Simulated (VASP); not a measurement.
Set up this calculation in VASP 6.6.1, as the native input.

```
Task                   : single point
Functional             : PBE
Potentials or basis    : VASP PAW PBE potentials, release 64 (Zr_sv, Hf_pv, S)
Cutoff                 : 520 eV
k mesh                 : 2 × 2 × 2
Occupations            : gaussian, width 0.1 eV
Spin                   : no spin polarisation
Dipole correction      : no
Further INCAR settings : ALGO = Normal; EDIFF = 1e-06; NBANDS = 57
```

The structure of Hf3ZrS8 lies in POSCAR:

```
Hf3ZrS8
1.0
   -6.3299307643     -0.0011761021      0.0567659725
    0.0653490206     -0.0241977605     -6.7134602935
   -0.0011470986     -7.3627673428     -0.0241396009
Zr Hf S
1 3 8
Direct
    0.4996879894      0.9997023560      0.0002000841
    1.0000835335      1.0001708793      0.2504289786
    0.4999158674      1.0008247503      0.5002151156
    0.9997506776      0.9992601796      0.7496707056
    0.3288046071      0.7852902407      0.2531767884
    0.8292320242      0.7856828748      0.5010784412
    0.3289471050      0.7849907441      0.7492394628
    0.8325227437      0.7849448558      0.0016043764
    0.1676537750      0.2147157382     -0.0016103553
    0.6714217455      0.2149820015      0.2500173047
    0.1704377718      0.2146113035      0.4989201011
    0.6715421599      0.2148240761      0.7470589967
```

One way to write it, as run:

INCAR

```
ALGO = Normal
EDIFF = 1E-6
ENCUT = 520
GGA = PE
ISIF = 2
ISMEAR = 0
LASPH = T
LCHARG = T
LELF = T
LREAL = F
LVHAR = T
LWAVE = F
NBANDS = 57
NELM = 80
PREC = Accurate
SIGMA = 0.1
```

KPOINTS

```
k-points
0
Gamma
  2 2 2
```

Potentials or basis: VASP PAW PBE potentials, release 64 (Zr_sv, Hf_pv, S).

Run with:

```sh
$ cat potpaw_PBE.64/Zr_sv/POTCAR potpaw_PBE.64/Hf_pv/POTCAR potpaw_PBE.64/S/POTCAR > POTCAR
$ mpirun -np 1 vasp_std > vasp.out
```

Results of the run:

```yaml
Pressure: -0.3 GPa
Largest_force: 0.050 eV/Å
Band_gap_on_the_k_mesh: 1.18 eV (least direct gap 1.23 eV)
```

Caveat: the k points lie up to 0.50 Å⁻¹ apart; spin-orbit coupling is left out, which moves the levels of the heavy elements.

Wall time 100 s on 1 thread of Intel(R) Xeon(R) 6975P-C (Granite Rapids), with other jobs on the host, peak memory 0.41 GiB.
